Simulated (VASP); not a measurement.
The system is Ge2As.

```
CELL_PARAMETERS angstrom
0.00000 3.02017 3.02017
3.02017 0.00000 3.02017
3.02017 3.02017 0.00000
ATOMIC_POSITIONS crystal
Ge 0.25000 0.25000 0.25000
Ge 0.75000 0.75000 0.75000
As 0.00000 0.00000 0.00000
```

```yaml
Program: VASP 6.6.1
Task: relaxation of cell and atoms
Functional: PBE
Potentials_or_basis: VASP PAW PBE potentials, release 64 (Ge_d, As)
Cutoff: 600 eV
k_mesh: 6 × 6 × 6
Occupations: gaussian, width 0.1 eV
Spin: no spin polarisation
```

At the start: pressure 17.7 GPa; volume 18.37 Å³/atom.

Problem. How do energy, volume and symmetry change on relaxing?

Solution. Over 3 steps the energy falls by 206.7 meV/atom and the volume is 22.75 Å³/atom (+23.9 %); space group Fm-3m (No. 225, to 0.1 Å) before and after.

Step by step:
```
step  energy change (eV)  largest force (eV/Å)  pressure (GPa)  volume (Å³)
   1              0.0000                0.0000           17.65        55.10
   2             -0.5754                0.0000           -3.08        72.86
   3             -0.6200                0.0000            0.18        68.26
```

Final structure:
```
Ge As
1.0
     0.00000    3.24366    3.24366
     3.24366    0.00000    3.24366
     3.24366    3.24366    0.00000
Ge As
2 1
Cartesian
  1.6218 1.6218 1.6218
  4.8655 4.8655 4.8655
  0.0000 0.0000 0.0000
```

Caveat: the volume moved by over 15 % at a fixed basis, so the end points are rough.
